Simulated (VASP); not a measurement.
Input of a VASP 6.6.1 run:

INCAR

```
SYSTEM = Si
PREC     = Accurate       ! precision mode
ENCUT    = 520            ! plane-wave cutoff, eV
EDIFF    = 1E-6           ! SCF threshold, eV
ISMEAR   = 0              ! smearing method
SIGMA    = 0.05           ! smearing width, eV
LREAL    = .FALSE.        ! projectors in reciprocal space
LASPH    = .TRUE.         ! aspherical terms in the spheres
NELM     = 80             ! most SCF steps
ALGO     = Normal         ! electronic algorithm
ISIF     = 2              ! what is computed and relaxed
LWAVE    = .FALSE.        ! write WAVECAR
LCHARG   = .FALSE.        ! write CHGCAR
GGA      = PE             ! functional
NBANDS   = 16             ! bands
```

The input KPOINTS:

```
Automatic mesh
0
G
  12 12 6
  0 0 0
```

Contents of POSCAR:

```
Si
1.0
    3.7865833161      0.0000000000      0.0000000000
   -1.8932916580      3.2792773453      0.0000000000
    0.0000000000      0.0000000000      6.5833537533
Si
4
Direct
    0.3333333333      0.6666666667      0.0582185610
    0.6666666667      0.3333333333      0.5582185610
    0.3333333333      0.6666666667      0.4417814390
    0.6666666667      0.3333333333      0.9417814390
```

Potentials or basis: VASP PAW PBE potentials, release 64 (Si).

The run is started by

```bash
$ cat potpaw_PBE.64/Si/POTCAR > POTCAR
$ mpirun -np 1 vasp_std > vasp.out
```

Task: Estimate the band gap on the k mesh.

Result: 0.68 eV (least direct gap 1.42 eV).

Task: Estimate the largest force.

Result: 1.045 eV/Å.

Task: Predict the pressure.

Result: 0.9 GPa.

Forces on the atoms (eV/Å):
```
Si   0.000  0.000  1.045
Si   0.000  0.000  1.045
Si   0.000  0.000 -1.045
Si   0.000  0.000 -1.045
```

Caveat: forces of over 1 eV/Å act on the atoms, so gaps and moduli don't describe the material at rest. A k mesh can miss the band edges.
